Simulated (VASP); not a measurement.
Runs of VASP 6.6.1 on ZnO. The structure is that of space group P6_3/mmc (No. 194), or close to it. The cells are those of the table. 

| level | cell | k mesh | gap on the mesh (eV) | pressure (GPa) |
| --- | --- | --- | --- | --- |
| r2SCAN | a = 3.417, b = 3.417, c = 4.478 Å, angles 90.0, 90.0, 120.0°, 4 atoms | 12 × 12 × 6 | 1.48 | 1.1 |
| r2SCAN | a = 3.417, b = 3.417, c = 4.478 Å, angles 90.0, 90.0, 120.0°, 4 atoms | 9 × 9 × 6 | 1.48 | 1.1 |
| PBE | a = 3.444, b = 3.444, c = 4.618 Å, angles 90.0, 90.0, 120.0°, 4 atoms | 9 × 9 × 4 | 0.93 | 0.9 |
| r2SCAN | a = 3.382, b = 3.382, c = 4.432 Å, angles 90.0, 90.0, 120.0°, 4 atoms | 9 × 9 × 6 | (a) | 6.5 |
| r2SCAN | a = 3.450, b = 3.450, c = 4.522 Å, angles 90.0, 90.0, 120.0°, 4 atoms | 9 × 9 × 6 | 1.39 | (b) |

Alike in all rows: task single point; potentials or basis VASP PAW PBE potentials, release 64 (Zn, O); no spin polarisation; cutoff (eV) 520; smearing gaussian 0.01 eV.

Problem. Estimate the missing entries.

Solution. (a) 1.56; (b) -3.4.

Caveats: the PAW data sets were made with another functional, which shifts forces and pressure a little (some runs).

A k mesh can miss the band edges.
